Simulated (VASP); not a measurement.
# Be (P6_3/mmc) in VASP: a series of runs

Runs on Be. Level: PBE. Tasks: single point.

All numbers are computed with VASP 6.6.1; they aren't measurements. Logs are shortened: lines on timing, memory, paths and dates and some standing lists are left out, and cuts for length are marked.

### 1 The cell of the first run

It takes space group P6_3/mmc (No. 194, hexagonal). Conventional cell: a = 2.266 Å, b = 2.266 Å, c = 3.559 Å, α = 90.00°, β = 90.00°, γ = 120.00°. Be (site symmetry -6m2) has 12 Be at 2.21 to 2.27 Å within 2.9 Å.

### 2 Single point, PBE

File INCAR:

```
SYSTEM = Be
ALGO = Normal
EDIFF = 1E-6
ENCUT = 520
GGA = PE
ISIF = 2
ISMEAR = -1
LASPH = .TRUE.
LCHARG = .TRUE.
LELF = .TRUE.
LREAL = .FALSE.
LVHAR = .TRUE.
LWAVE = .FALSE.
NBANDS = 9
NELM = 60
PREC = Accurate
SIGMA = 0.1
```

File KPOINTS:

```
k-points
0
G
  26 26 15
  0 0 0
```

File POSCAR:

```
Be
1.0
    2.2656737714      0.0000000000      0.0000000000
   -1.1328368857      1.9621310427      0.0000000000
    0.0000000000      0.0000000000      3.5587036811
Be
2
Direct
    0.3333333333      0.6666666667      0.2500000000
    0.6666666667      0.3333333333      0.7500000000
```

Potentials or basis: VASP PAW PBE potentials, release 64 (Be).

Command:

```
> cat potpaw_PBE.64/Be/POTCAR > POTCAR
> mpirun -np 1 vasp_std > vasp.out
```

OUTCAR:

```text
SYSTEM = Be
   EDIFF = 1E-6
   ENCUT = 520
   GGA = PE
   ISIF = 2
   ISMEAR = -1
   LASPH = .TRUE.
   LREAL = .FALSE.
   NELM = 60
   PREC = Accurate

 ion  position               nearest neighbor table
   1  0.333  0.667  0.250-   2 2.21   2 2.21   2 2.21   2 2.21   2 2.21   2 2.21
   2  0.667  0.333  0.750-   1 2.21   1 2.21   1 2.21   1 2.21   1 2.21   1 2.21

  LATTYP: Found a hexagonal cell.
 ALAT       =     2.2656737714
 C/A-ratio  =     1.5707043644

  Lattice vectors:

 A1 = (   2.2656737714,   0.0000000000,   0.0000000000)
 A2 = (  -1.1328368857,   1.9621310427,   0.0000000000)
 A3 = (   0.0000000000,   0.0000000000,   3.5587036811)

Analysis of symmetry for initial positions (statically):
=====================================================================
 Subroutine PRICEL returns:
 Original cell was already a primitive cell.

 Routine SETGRP: Setting up the symmetry group for a
 hexagonal supercell.

 Subroutine GETGRP returns: Found 24 space group operations
 (whereof 12 operations were pure point group operations)
 out of a pool of 24 trial point group operations.

The static configuration has the point symmetry D_3d.
 The point group associated with its full space group is D_6h.

Analysis of symmetry for dynamics (positions and initial velocities):
=====================================================================
 Subroutine PRICEL returns:
 Original cell was already a primitive cell.

 Routine SETGRP: Setting up the symmetry group for a
 hexagonal supercell.

 Subroutine GETGRP returns: Found 24 space group operations
 (whereof 12 operations were pure point group operations)
 out of a pool of 24 trial point group operations.

The dynamic configuration has the point symmetry D_3d.
 The point group associated with its full space group is D_6h.

 Subroutine INISYM returns: Found 24 space group operations
 (whereof 12 operations are pure point group operations),
 and found     1 'primitive' translations

----------------------------------------------------------------------------------------

                                     Primitive cell

  volume of cell :      15.8204

  direct lattice vectors                    reciprocal lattice vectors
     2.265673771  0.000000000  0.000000000     0.441369809  0.254824978  0.000000000
    -1.132836886  1.962131043  0.000000000     0.000000000  0.509649956  0.000000000
     0.000000000  0.000000000  3.558703681     0.000000000  0.000000000  0.281001199

  length of vectors
     2.265673771  2.265673771  3.558703681     0.509649956  0.509649956  0.281001199

  position of ions in fractional coordinates (direct lattice)
[... 87 lines left out ...]
   POTIM  = 0.5000    time-step for ionic-motion
   TEBEG  =    0.0;   TEEND  =   0.0 temperature during run
   PSTRESS=    0.0 pullay stress
   NELECT =       4.0000    total number of electrons
   NUPDOWN=      -1.0000    fix difference up-down
   EMIN   =  10.00;   EMAX   =-10.00  energy-range for DOS
   EFERMI =   0.00;   METHOD = LEGACY
   ISMEAR =    -1;   SIGMA  =   0.10  broadening in eV -4-tet -1-fermi 0-gaus
   EFERMI_NEDOS =   21; number of points for ismear=-14 and -15
   IALGO  =     38    algorithm
   IMIX   =      4    mixing-type and parameters
     AMIX     =   0.40;   BMIX     =  1.00
     AMIX_MAG =   1.60;   BMIX_MAG =  1.00
  volume/ion in A,a.u.               =       7.91        53.38
  Fermi-wavevector in a.u.,A,eV,Ry     =   1.035196  1.956236 14.580411  1.071630
  Thomas-Fermi vector in A             =   2.169527
   LORBIT       =      0    0 simple, 1 ext, 2 COOP (PROOUT), +10 PAW based schemes
   GGA     = PE    functional components
   LHFCALC =     F    Hartree Fock is set to
   AEXX    =    0.0000 exact exchange contribution
   IVDW    =     0    specifies the selected vdW correction
   LEPSILON=     F    determine dielectric tensor
   LRPA    =     F    only Hartree local field effects (RPA)
 non-spin polarized calculation
  energy-cutoff  :      520.00
  volume of cell :       15.82
 maximum number of plane-waves:       446
 NGX is ok and might be reduce to    18
   NGX =  9   NGY =  9   NGZ = 13

 number of electron       4.0000000 magnetization

 Free energy of the ion-electron system (eV)
  ---------------------------------------------------
  ext. energy  EPLUGINS =         0.00000000
  ---------------------------------------------------
  free energy    TOTEN  =        -7.53766946 eV

  energy without entropy =       -7.53460625  energy(sigma->0) =       -7.53613786

 E-fermi :   7.0816     XC(G=0): -10.6038

 val. band max:        7.0447850174   @ k =   0.3462  -0.0000   0.0000
 cond. band min:       7.1517061955   @ k =   0.3077   0.1154   0.0000
 fundamental gap:      0.1069211781
 Fermi energy:         7.0815606764

 k-point     1 :       0.0000    0.0000    0.0000
  band No.  band energies     occupation
      1      -4.3277      2.00000
      2       2.6049      2.00000
      3       8.1737      0.00004
      4      22.9601      0.00000
      5      22.9601      0.00000
      6      25.8198      0.00000
      7      25.8198      0.00000
      8      27.9889      0.00000
      9      34.0852      0.00000
[... 265 lines left out ...]
 k-point    24 :       0.3846    0.0385    0.0000
  band No.  band energies     occupation
      1       0.3400      2.00000
      2       5.8825      1.99999
      3       8.6138      0.00000
      4      13.2161      0.00000
      5      16.1907      0.00000
      6      16.2414      0.00000
      7      19.0151      0.00000
      8      24.1462      0.00000
      9      26.8701      0.00000

 [... further k-points ...]

------------------------ aborting loop because EDIFF is reached ----------------------------------------

  FORCE on cell =-STRESS in cart. coord.  units (eV):
  Direction    XX          YY          ZZ          XY          YZ          ZX
  --------------------------------------------------------------------------------------
  -------------------------------------------------------------------------------------
  Total       -0.0249939     -0.0249939      0.0901146      0.0000000      0.0000000     -0.0000000
  in kB       -2.5312066     -2.5312066      9.1261695      0.0000000      0.0000000     -0.0000000
  external PRESSURE =       1.3545854 kB  Pullay stress =       0.0000000 kB

 VOLUME and BASIS-vectors are now :
 -----------------------------------------------------------------------------
  energy-cutoff  :      520.00
  volume of cell :       15.82
      direct lattice vectors                 reciprocal lattice vectors
     2.265673771  0.000000000  0.000000000     0.441369809  0.254824978  0.000000000
    -1.132836886  1.962131043  0.000000000     0.000000000  0.509649956  0.000000000
     0.000000000  0.000000000  3.558703681     0.000000000  0.000000000  0.281001199

 POSITION                                       TOTAL-FORCE (eV/Angst)
 -----------------------------------------------------------------------------------
     -0.00000      1.30809      0.88968        -0.000000     -0.000000      0.000000
      1.13284      0.65404      2.66903         0.000000      0.000000      0.000000
 -----------------------------------------------------------------------------------
    total drift:                                0.000000     -0.000000      0.000000

  FREE ENERGIE OF THE ION-ELECTRON SYSTEM (eV)
  ---------------------------------------------------
  free  energy   TOTEN  =        -7.5376694635 eV

  energy  without entropy=       -7.5346062490  energy(sigma->0) =       -7.53613786
```

It took 64 s on 1 thread of Intel Xeon Platinum 8488C (Sapphire Rapids), shared host; peak memory 0.17 GiB.

What came out:

```
Free energy            : -7.5377 eV
Pressure               : 0.1 GPa
Band gap on the k mesh : zero (band 2 reaches 8.12 eV, above the bottom of band 3 at 6.42 eV)
```

Stress tensor (GPa, compression positive):
```
-0.25  0.00  0.00
 0.00 -0.25  0.00
 0.00  0.00  0.91
```

### 3 Single point, PBE (volume scaled by 1.04)

File INCAR:

```
SYSTEM = Be
PREC = Accurate
ENCUT = 520
EDIFF = 1E-6
ISMEAR = -1
SIGMA = 0.1
LREAL = .False.
LASPH = .True.
NELM = 100
ALGO = Normal
ISIF = 2
LWAVE = .False.
LCHARG = .False.
GGA = PE
NBANDS = 9
```

File KPOINTS:

```
Automatic mesh
0
Gamma
  26 26 15
  0 0 0
```

File POSCAR:

```
Be
1.0
    2.2954886875      0.0000000000      0.0000000000
   -1.1477443438      1.9879515175      0.0000000000
    0.0000000000      0.0000000000      3.6055341000
Be
2
Direct
    0.3333333333      0.6666666667      0.2500000000
    0.6666666667      0.3333333333      0.7500000000
```

Potentials or basis: VASP PAW PBE potentials, release 64 (Be).

Command:

```
> cat potpaw_PBE.64/Be/POTCAR > POTCAR
> mpirun -np 1 vasp_std > vasp.out
```

Wall time 56 s (1 thread of Intel Xeon Platinum 8488C (Sapphire Rapids), shared host); peak memory 0.18 GiB.

Results (log left out):

* Free energy: -7.5290 eV
* Pressure: -4.4 GPa
* Band gap on the k mesh: zero (band 2 reaches 7.78 eV, above the bottom of band 3 at 6.12 eV)

Stress tensor (GPa, compression positive):
```
-4.57  0.00  0.00
 0.00 -4.57  0.00
 0.00  0.00 -4.10
```

Levels at points of the mesh, in eV from the Fermi level:
```csv
k point,band 1,band 2,band 3,band 4,band 5,band 6,band 7
"(0.00, 0.00, 0.00)",-11.20,-4.35,0.95,15.38,15.38,18.16,18.16
"(0.50, 0.00, 0.00)",-4.94,-3.18,3.47,6.29,6.45,9.03,9.73
```

### 4 Single point, PBE (volume scaled by 1.08)

File INCAR:

```
SYSTEM = Be
PREC     = Accurate       ! precision mode
ENCUT    = 520            ! plane-wave cutoff, eV
EDIFF    = 1E-6           ! SCF threshold, eV
ISMEAR   = -1             ! smearing method
SIGMA    = 0.1            ! smearing width, eV
LREAL    = .FALSE.        ! projectors in reciprocal space
LASPH    = .TRUE.         ! aspherical terms in the spheres
NELM     = 100            ! most SCF steps
ALGO     = Normal         ! electronic algorithm
ISIF     = 2              ! what is computed and relaxed
LWAVE    = .FALSE.        ! write WAVECAR
LCHARG   = .FALSE.        ! write CHGCAR
GGA      = PE             ! functional
NBANDS   = 9              ! bands
```

File KPOINTS:

```
Automatic mesh
0
G
  26 26 15
  0 0 0
```

File POSCAR:

```
Be
1.0
    2.3245485913      0.0000000000      0.0000000000
   -1.1622742957      2.0131181324      0.0000000000
    0.0000000000      0.0000000000      3.6511786177
Be
2
Direct
    0.3333333333      0.6666666667      0.2500000000
    0.6666666667      0.3333333333      0.7500000000
```

Potentials or basis: VASP PAW PBE potentials, release 64 (Be).

Command:

```
> cat potpaw_PBE.64/Be/POTCAR > POTCAR
> mpirun -np 1 vasp_std > vasp.out
```

OUTCAR:

```text
SYSTEM = Be
   PREC = Accurate
   ENCUT = 520
   EDIFF = 1E-6
   ISMEAR = -1
   LREAL = .FALSE.
   LASPH = .TRUE.
   NELM = 100
   ISIF = 2
   GGA = PE

 ion  position               nearest neighbor table
   1  0.333  0.667  0.250-   2 2.27   2 2.27   2 2.27   2 2.27   2 2.27   2 2.27
   2  0.667  0.333  0.750-   1 2.27   1 2.27   1 2.27   1 2.27   1 2.27   1 2.27

  LATTYP: Found a hexagonal cell.
 ALAT       =     2.3245485913
 C/A-ratio  =     1.5707043644

  Lattice vectors:

 A1 = (   2.3245485913,   0.0000000000,   0.0000000000)
 A2 = (  -1.1622742957,   2.0131181324,   0.0000000000)
 A3 = (   0.0000000000,   0.0000000000,   3.6511786177)

Analysis of symmetry for initial positions (statically):
=====================================================================
 Subroutine PRICEL returns:
 Original cell was already a primitive cell.

 Routine SETGRP: Setting up the symmetry group for a
 hexagonal supercell.

 Subroutine GETGRP returns: Found 24 space group operations
 (whereof 12 operations were pure point group operations)
 out of a pool of 24 trial point group operations.

The static configuration has the point symmetry D_3d.
[... 169 lines left out ...]

 k-point     1 :       0.0000    0.0000    0.0000
  band No.  band energies     occupation
      1      -4.5207      2.00000
      2       2.2576      2.00000
      3       7.3095      0.00054
      4      21.4058      0.00000
      5      21.4058      0.00000
      6      24.1134      0.00000
      7      24.1134      0.00000
      8      26.1002      0.00000
      9      32.2295      0.00000
[... 265 lines left out ...]
 k-point    24 :       0.3846    0.0385    0.0000
  band No.  band energies     occupation
      1       0.0120      2.00000
      2       5.3204      1.99998
      3       7.9455      0.00000
      4      12.1068      0.00000
      5      15.0692      0.00000
      6      15.1852      0.00000
      7      17.6524      0.00000
      8      22.5051      0.00000
      9      24.9641      0.00000

 [... further k-points ...]

------------------------ aborting loop because EDIFF is reached ----------------------------------------

  FORCE on cell =-STRESS in cart. coord.  units (eV):
  Direction    XX          YY          ZZ          XY          YZ          ZX
  --------------------------------------------------------------------------------------
  -------------------------------------------------------------------------------------
  Total       -0.8752807     -0.8752807     -0.8889092      0.0000000     -0.0000000     -0.0000000
  in kB      -82.0761508    -82.0761508    -83.3541078      0.0000000     -0.0000000     -0.0000000
  external PRESSURE =     -82.5021364 kB  Pullay stress =       0.0000000 kB

 VOLUME and BASIS-vectors are now :
 -----------------------------------------------------------------------------
  energy-cutoff  :      520.00
  volume of cell :       17.09
      direct lattice vectors                 reciprocal lattice vectors
     2.324548591  0.000000000  0.000000000     0.430191050  0.248370919  0.000000000
    -1.162274296  2.013118132  0.000000000     0.000000000  0.496741837  0.000000000
     0.000000000  0.000000000  3.651178618     0.000000000  0.000000000  0.273884163

 POSITION                                       TOTAL-FORCE (eV/Angst)
 -----------------------------------------------------------------------------------
     -0.00000      1.34208      0.91279         0.000000     -0.000000      0.000000
      1.16227      0.67104      2.73838        -0.000000      0.000000      0.000000
 -----------------------------------------------------------------------------------
    total drift:                                0.000000     -0.000000      0.000000

  FREE ENERGIE OF THE ION-ELECTRON SYSTEM (eV)
  ---------------------------------------------------
  free  energy   TOTEN  =        -7.5037275460 eV

  energy  without entropy=       -7.5004176380  energy(sigma->0) =       -7.50207259
```

OSZICAR:

```text
N       E                     dE             d eps       ncg     rms          rms(c)
DAV:   1    -0.295242947308E+01   -0.29524E+01   -0.17157E+03 10168   0.361E+02
DAV:   2    -0.750078039393E+01   -0.45484E+01   -0.44195E+01 15237   0.523E+01
DAV:   3    -0.755545022882E+01   -0.54670E-01   -0.54487E-01 11489   0.383E+00
DAV:   4    -0.755553367616E+01   -0.83447E-04   -0.83444E-04 12575   0.162E-01
DAV:   5    -0.755553372668E+01   -0.50523E-07   -0.51162E-07 11194   0.377E-03    0.113E+00
DAV:   6    -0.751921213279E+01    0.36322E-01   -0.40882E-03 11142   0.603E-01    0.692E-01
DAV:   7    -0.750374778770E+01    0.15464E-01   -0.47547E-03 11542   0.635E-01    0.231E-02
DAV:   8    -0.750372794442E+01    0.19843E-04   -0.14122E-05 11090   0.313E-02    0.800E-03
DAV:   9    -0.750372754602E+01    0.39840E-06   -0.22019E-06 11793   0.128E-02
   1 F= -.75037275E+01 E0= -.75020726E+01  d E =-.330991E-02
```

Wall time 40 s (1 thread of Intel Xeon Platinum 8488C (Sapphire Rapids), shared host); peak memory 0.18 GiB.

What came out:

```
Free energy            : -7.5037 eV
Pressure               : -8.3 GPa
Band gap on the k mesh : zero (band 2 reaches 7.47 eV, above the bottom of band 3 at 5.84 eV)
```

### 5 Overview

| cell | gap on the mesh (eV) | pressure (GPa) |
| --- | --- | --- |
| a = 2.266, b = 2.266, c = 3.559 Å, angles 90.0, 90.0, 120.0°, 2 atoms | none | 0.1 |
| a = 2.295, b = 2.295, c = 3.606 Å, angles 90.0, 90.0, 120.0°, 2 atoms | none | -4.4 |
| a = 2.325, b = 2.325, c = 3.651 Å, angles 90.0, 90.0, 120.0°, 2 atoms | none | -8.3 |

Alike in all rows: task single point; level PBE; potentials or basis VASP PAW PBE potentials, release 64 (Be); no spin polarisation; k mesh 26 × 26 × 15; cutoff (eV) 520; smearing fermi-dirac 0.1 eV.

Total energies depend on the potentials used, so only differences within one code and one set of settings carry meaning.
